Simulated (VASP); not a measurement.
Mo, 1 atom in the cell. Symmetry: Im-3m, No. 229, cubic system. The conventional cell has a = 3.002 Å, b = 3.002 Å, c = 3.002 Å, α = 90.00°, β = 90.00°, γ = 90.00°. Mo (site symmetry m-3m) has 14 Mo at 2.60 to 3.00 Å within 3.4 Å.  This cell differs from its parent crystal: strain -0.050 along x and y, -0.050 along z.

```yaml
Program: VASP 6.6.1
Task: single point
Functional: PBE
Potentials_or_basis: VASP PAW PBE potentials, release 64 (Mo_sv)
Cutoff: 520 eV
k_mesh: 26 × 26 × 26
Occupations: gaussian, width 0.15 eV
Spin: no spin polarisation
Dipole_correction: no
Further_INCAR_settings: ALGO = Fast; EDIFF = 1e-06; NBANDS = 13
```

Potentials or basis: VASP PAW PBE potentials, release 64 (Mo_sv).

Command:

```bash
$ cat potpaw_PBE.64/Mo_sv/POTCAR > POTCAR
$ mpirun -np 1 vasp_std > vasp.out
```

Hardware: 1 thread of Intel(R) Xeon(R) Platinum 8559C (Emerald Rapids) (shared host).

Problem. How long does it take, and how much memory?

Solution. Wall time 56 s on 1 thread of Intel(R) Xeon(R) Platinum 8559C (Emerald Rapids), with other jobs on the host, peak memory 0.19 GiB. Counts: scf iterations 12, k points 511.
